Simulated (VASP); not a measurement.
# Na (Pm-3n) in VASP: relaxation of cell and atoms with PBEsol

Aim: the relaxation of cell and atoms of Na with PBEsol.

Everything below comes from runs of VASP 6.6.1. Logs are shortened: lines on timing, memory, paths and dates and some standing lists are left out, and cuts for length are marked.

### 1 The cell of the first run

It takes space group Pm-3n (No. 223, cubic). The conventional cell has a = 6.707 Å, b = 6.707 Å, c = 6.707 Å, α = 90.00°, β = 90.00°, γ = 90.00°. Within 4.9 Å of Na (site symmetry m-3) lie 12 Na at 3.75 Å. Within 4.4 Å of Na (site symmetry -4m2) lie 14 Na at 3.35 to 4.11 Å.

### 2 Relaxation of cell and atoms, PBEsol

The input, INCAR:

```
  PREC = Accurate
  ENCUT = 600
  EDIFF = 1E-6
  ISMEAR = -1
  SIGMA = 0.1
  LREAL = F
  LASPH = T
  NELM = 100
  ALGO = Normal
  ISIF = 3
  LWAVE = F
  LCHARG = F
  GGA = PS
  IBRION = 2
  NSW = 80
  EDIFFG = -0.01
```

The input, KPOINTS:

```
Automatic mesh
0
Gamma
  4 4 4
```

The input, POSCAR:

```
Na
1.0
    6.7067694446      0.0000000000      0.0000000000
    0.0000000000      6.7067694446      0.0000000000
    0.0000000000      0.0000000000      6.7067694446
Na
8
Direct
    0.0000000000      0.0000000000      0.0000000000
    0.5000000000      0.5000000000      0.5000000000
    0.2500000000      0.0000000000      0.5000000000
    0.7500000000      0.0000000000      0.5000000000
    0.5000000000      0.2500000000      0.0000000000
    0.5000000000      0.7500000000      0.0000000000
    0.0000000000      0.5000000000      0.2500000000
    0.0000000000      0.5000000000      0.7500000000
```

Potentials or basis: VASP PAW PBE potentials, release 64 (Na_pv).

The run is started by

```
$ cat potpaw_PBE.64/Na_pv/POTCAR > POTCAR
$ mpirun -np 1 vasp_std > vasp.out
```

OUTCAR:

```text
PREC = Accurate
   ENCUT = 600
   EDIFF = 1E-6
   ISMEAR = -1
   LREAL = F
   LASPH = T
   NELM = 100
   ISIF = 3
   GGA = PS
   IBRION = 2
   NSW = 80
   EDIFFG = -0.01

 ion  position               nearest neighbor table
   1  0.000  0.000  0.000-
   2  0.500  0.500  0.500-
   3  0.250  0.000  0.500-
   4  0.750  0.000  0.500-
   5  0.500  0.250  0.000-
   6  0.500  0.750  0.000-
   7  0.000  0.500  0.250-
   8  0.000  0.500  0.750-

  LATTYP: Found a simple cubic cell.
 ALAT       =     6.7067694446

  Lattice vectors:

 A1 = (   6.7067694446,   0.0000000000,   0.0000000000)
 A2 = (   0.0000000000,   6.7067694446,   0.0000000000)
 A3 = (   0.0000000000,   0.0000000000,   6.7067694446)

Analysis of symmetry for initial positions (statically):
=====================================================================
 Subroutine PRICEL returns:
 Original cell was already a primitive cell.

 Routine SETGRP: Setting up the symmetry group for a
 simple cubic supercell.

 Subroutine GETGRP returns: Found 48 space group operations
 (whereof 24 operations were pure point group operations)
 out of a pool of 48 trial point group operations.

The static configuration has the point symmetry T_h .
 The point group associated with its full space group is O_h .

Analysis of symmetry for dynamics (positions and initial velocities):
=====================================================================
 Subroutine PRICEL returns:
 Original cell was already a primitive cell.

 Routine SETGRP: Setting up the symmetry group for a
 simple cubic supercell.

 Subroutine GETGRP returns: Found 48 space group operations
 (whereof 24 operations were pure point group operations)
 out of a pool of 48 trial point group operations.

The dynamic configuration has the point symmetry T_h .
 The point group associated with its full space group is O_h .

 Subroutine INISYM returns: Found 48 space group operations
 (whereof 24 operations are pure point group operations),
 and found     1 'primitive' translations

----------------------------------------------------------------------------------------

                                     Primitive cell

  volume of cell :     301.6756

  direct lattice vectors                    reciprocal lattice vectors
     6.706769445  0.000000000  0.000000000     0.149103083  0.000000000  0.000000000
     0.000000000  6.706769445  0.000000000     0.000000000  0.149103083  0.000000000
     0.000000000  0.000000000  6.706769445     0.000000000  0.000000000  0.149103083

  length of vectors
     6.706769445  6.706769445  6.706769445     0.149103083  0.149103083  0.149103083

  position of ions in fractional coordinates (direct lattice)
     0.000000000  0.000000000  0.000000000
     0.500000000  0.500000000  0.500000000
     0.250000000  0.000000000  0.500000000
     0.750000000  0.000000000  0.500000000
     0.500000000  0.250000000  0.000000000
     0.500000000  0.750000000  0.000000000
     0.000000000  0.500000000  0.250000000
     0.000000000  0.500000000  0.750000000

  ion indices of the primitive-cell ions
   primitive index   ion index
                 1           1
                 2           2
                 3           3
                 4           4
                 5           5
                 6           6
                 7           7
                 8           8

----------------------------------------------------------------------------------------

 KPOINTS: Automatic mesh

Automatic generation of k-mesh.
 Grid dimensions read from file:
 generate k-points for:    4    4    4

 Generating k-lattice:

  Cartesian coordinates                     Fractional coordinates (reciprocal lattice)
     0.037275771  0.000000000  0.000000000     0.250000000  0.000000000  0.000000000
     0.000000000  0.037275771  0.000000000     0.000000000  0.250000000  0.000000000
     0.000000000  0.000000000  0.037275771     0.000000000  0.000000000  0.250000000

  Length of vectors
     0.037275771  0.037275771  0.037275771

  Shift w.r.t. Gamma in fractional coordinates (k-lattice)
     0.000000000  0.000000000  0.000000000

 Subroutine IBZKPT returns following result:
 ===========================================

 Found     10 irreducible k-points:

 Following reciprocal coordinates:
            Coordinates               Weight
  0.000000  0.000000  0.000000      1.000000
  0.250000  0.000000  0.000000      6.000000
  0.500000  0.000000  0.000000      3.000000
  0.250000  0.250000  0.000000     12.000000
  0.500000  0.250000  0.000000     12.000000
  0.500000  0.500000  0.000000      3.000000
  0.250000  0.250000  0.250000      8.000000
  0.500000  0.250000  0.250000     12.000000
  0.500000  0.500000  0.250000      6.000000
  0.500000  0.500000  0.500000      1.000000
   k-points           NKPTS =     10   k-points in BZ     NKDIM =     10   number of bands    NBANDS=     33
   number of dos      NEDOS =    301   number of ions     NIONS =      8
   total plane-waves  NPLWV = 157464
   dimension x,y,z NGX =    54 NGY =   54 NGZ =   54
   dimension x,y,z NGXF=   108 NGYF=  108 NGZF=  108
   ions per type =               8
   NGX,Y,Z   is equivalent  to a cutoff of  13.39, 13.39, 13.39 a.u.
   NGXF,Y,Z  is equivalent  to a cutoff of  26.77, 26.77, 26.77 a.u.
 SYSTEM =  unknown system
   PREC   = accura    normal or accurate (medium, high low for compatibility)
   ISTART =      0    job   : 0-new  1-cont  2-samecut
   ICHARG =      2    charge: 1-file 2-atom 10-const
   ISPIN  =      1    spin polarized calculation?
   LNONCOLLINEAR =      F non collinear calculations
   LSORBIT =      F    spin-orbit coupling
   LASPH  =      T    aspherical Exc in radial PAW
   ENCUT  =  600.0 eV  44.10 Ry    6.64 a.u.  13.40 13.40 13.40*2*pi/ulx,y,z
   NELM   =    100;   NELMIN=  2; NELMDL= -5     # of ELM steps
   EDIFF  = 0.1E-05   stopping-criterion for ELM
   LREAL  =      F    real-space projection
   EDIFFG = -.1E-01   stopping-criterion for IOM
   NSW    =     80    number of steps for IOM
   IBRION =      2    ionic relax: 0-MD 1-quasi-New 2-CG
   NFREE  =      1    steps in history (QN), initial steepest desc. (CG)
   ISIF   =      3    stress and relaxation
   ISYM   =      2    0-nonsym 1-usesym 2-fastsym
   POTIM  = 0.5000    time-step for ionic-motion
   TEBEG  =    0.0;   TEEND  =   0.0 temperature during run
   PSTRESS=    0.0 pullay stress
   NELECT =      56.0000    total number of electrons
   NUPDOWN=      -1.0000    fix difference up-down
   EMIN   =  10.00;   EMAX   =-10.00  energy-range for DOS
   EFERMI =   0.00;   METHOD = LEGACY
   ISMEAR =    -1;   SIGMA  =   0.10  broadening in eV -4-tet -1-fermi 0-gaus
   EFERMI_NEDOS =   21; number of points for ismear=-14 and -15
   IALGO  =     38    algorithm
   IMIX   =      4    mixing-type and parameters
     AMIX     =   0.40;   BMIX     =  1.00
     AMIX_MAG =   1.60;   BMIX_MAG =  1.00
  volume/ion in A,a.u.               =      37.71       254.48
  Fermi-wavevector in a.u.,A,eV,Ry     =   0.933879  1.764776 11.866059  0.872131
  Thomas-Fermi vector in A             =   2.060627
   LORBIT       =      0    0 simple, 1 ext, 2 COOP (PROOUT), +10 PAW based schemes
   GGA     = PS    functional components
   LHFCALC =     F    Hartree Fock is set to
   AEXX    =    0.0000 exact exchange contribution
   IVDW    =     0    specifies the selected vdW correction
   LEPSILON=     F    determine dielectric tensor
   LRPA    =     F    only Hartree local field effects (RPA)
 conjugate gradient relaxation of ions
 non-spin polarized calculation
  energy-cutoff  :      600.00
  volume of cell :      301.68
 maximum number of plane-waves:     10096
 NGX is ok and might be reduce to    54
   NGX = 27   NGY = 27   NGZ = 27

--------------------------------------- Ionic step        1  -------------------------------------------

 number of electron      55.9999946 magnetization

 Free energy of the ion-electron system (eV)
  ---------------------------------------------------
  ext. energy  EPLUGINS =         0.00000000
  ---------------------------------------------------
  free energy    TOTEN  =       -11.17987419 eV

  energy without entropy =      -11.09813920  energy(sigma->0) =      -11.13900670

------------------------ aborting loop because EDIFF is reached ----------------------------------------

  FORCE on cell =-STRESS in cart. coord.  units (eV):
  Direction    XX          YY          ZZ          XY          YZ          ZX
  --------------------------------------------------------------------------------------
  -------------------------------------------------------------------------------------
  Total       -0.4410174     -0.4410174     -0.4410174     -0.0000000     -0.0000000     -0.0000000
  in kB       -2.3422117     -2.3422117     -2.3422117     -0.0000000     -0.0000000     -0.0000000
  external PRESSURE =      -2.3422117 kB  Pullay stress =       0.0000000 kB

 VOLUME and BASIS-vectors are now :
 -----------------------------------------------------------------------------
  energy-cutoff  :      600.00
  volume of cell :      301.68
      direct lattice vectors                 reciprocal lattice vectors
     6.706769445  0.000000000  0.000000000     0.149103083  0.000000000  0.000000000
     0.000000000  6.706769445  0.000000000     0.000000000  0.149103083  0.000000000
     0.000000000  0.000000000  6.706769445     0.000000000  0.000000000  0.149103083
[... 85 lines left out ...]
 POSITION                                       TOTAL-FORCE (eV/Angst)
 -----------------------------------------------------------------------------------
     -0.00000      0.00000      0.00000        -0.000000     -0.000000      0.000000
      3.33479      3.33479      3.33479        -0.000000     -0.000000      0.000000
      1.66739     -0.00000      3.33479        -0.000000      0.000000      0.000000
      5.00218      0.00000      3.33479         0.000000     -0.000000      0.000000
      3.33479      1.66739      0.00000        -0.000000     -0.000000      0.000000
      3.33479      5.00218      0.00000         0.000000      0.000000     -0.000000
     -0.00000      3.33479      1.66739        -0.000000     -0.000000      0.000000
      0.00000      3.33479      5.00218         0.000000      0.000000     -0.000000
 -----------------------------------------------------------------------------------
    total drift:                                0.000000      0.000000      0.000000

  FREE ENERGIE OF THE ION-ELECTRON SYSTEM (eV)
  ---------------------------------------------------
  free  energy   TOTEN  =       -11.1853033721 eV

  energy  without entropy=      -11.1049756324  energy(sigma->0) =      -11.14513950

--------------------------------------- Ionic step        4  -------------------------------------------

 number of electron      56.0000086 magnetization

 Free energy of the ion-electron system (eV)
  ---------------------------------------------------
  ext. energy  EPLUGINS =         0.00000000
  ---------------------------------------------------
  free energy    TOTEN  =       -11.18697400 eV

  energy without entropy =      -11.10809498  energy(sigma->0) =      -11.14753449

 E-fermi :   0.4115     XC(G=0):  -6.5452

 val. band max:        0.0490746303   @ k =   0.5000   0.2500   0.2500
 cond. band min:       0.4188852755   @ k =   0.0000   0.0000   0.0000
 fundamental gap:      0.3698106453
 Fermi energy:         0.4115046464

 k-point     1 :       0.0000    0.0000    0.0000
  band No.  band energies     occupation
      1     -24.5023      2.00000
      2     -24.5023      2.00000
      3     -24.4981      2.00000
      4     -24.4621      2.00000
      5     -24.4621      2.00000
      6     -24.4621      2.00000
[... 371 lines left out ...]
 POSITION                                       TOTAL-FORCE (eV/Angst)
 -----------------------------------------------------------------------------------
      6.63085     -0.00000      6.63085         0.000000     -0.000000      0.000000
      3.31543      3.31543      3.31543         0.000000     -0.000000      0.000000
      1.65771     -0.00000      3.31543         0.000000      0.000000      0.000000
      4.97314      6.63085      3.31543        -0.000000     -0.000000     -0.000000
      3.31543      1.65771      6.63085        -0.000000     -0.000000     -0.000000
      3.31543      4.97314      0.00000         0.000000     -0.000000      0.000000
      6.63085      3.31543      1.65771        -0.000000      0.000000      0.000000
      0.00000      3.31543      4.97314        -0.000000      0.000000      0.000000
 -----------------------------------------------------------------------------------
    total drift:                                0.000000      0.000000      0.000000

  FREE ENERGIE OF THE ION-ELECTRON SYSTEM (eV)
  ---------------------------------------------------
  free  energy   TOTEN  =       -11.1869740002 eV

  energy  without entropy=      -11.1080949795  energy(sigma->0) =      -11.14753449

 reached required accuracy - stopping structural energy minimisation
```

It took 4.6 min on 1 thread of Intel Xeon Platinum 8488C (Sapphire Rapids), shared host; peak memory 0.44 GiB.

What came out:

| Quantity | Value |
| --- | --- |
| Free energy | -11.1870 eV |
| Relaxed volume | 36.44 Å³/atom |
| Relaxed cell | a = 6.631 Å, b = 6.631 Å, c = 6.631 Å, α = 90.00°, β = 90.00°, γ = 90.00° |
| Space group after relaxing (to 0.1 Å) | Pm-3n (No. 223) |
| Energy gained by relaxing | 0.9 meV/atom |
| Ionic steps | 4 |
| Pressure after relaxing | 0.0 GPa |
| Band gap on the k mesh | zero (bands 28 and 29 overlap by 1.50 eV) |

Step by step:
```csv
step,energy change (eV),largest force (eV/Å),pressure (GPa),volume (Å³)
1,0.0000,0.0000,-0.23,301.68
2,-0.0031,0.0000,-0.16,299.28
3,-0.0054,0.0000,-0.11,296.68
4,-0.0071,0.0000,0.01,291.55
```

Final structure:
```yaml
crystal:
  lattice:
    - [6.63085, 0.00000, 0.00000]
    - [0.00000, 6.63085, 0.00000]
    - [0.00000, 0.00000, 6.63085]
  atoms:
    - { symbol: Na, position: [0.00000, 0.00000, 0.00000] }
    - { symbol: Na, position: [0.50000, 0.50000, 0.50000] }
    - { symbol: Na, position: [0.25000, 0.00000, 0.50000] }
    - { symbol: Na, position: [0.75000, 0.00000, 0.50000] }
    - { symbol: Na, position: [0.50000, 0.25000, 0.00000] }
    - { symbol: Na, position: [0.50000, 0.75000, 0.00000] }
    - { symbol: Na, position: [0.00000, 0.50000, 0.25000] }
    - { symbol: Na, position: [0.00000, 0.50000, 0.75000] }
```

Caveat: the PAW data sets were made with another functional, which shifts forces and pressure a little.

The gap in the log of VASP goes by the Fermi energy; the results here count the filled bands.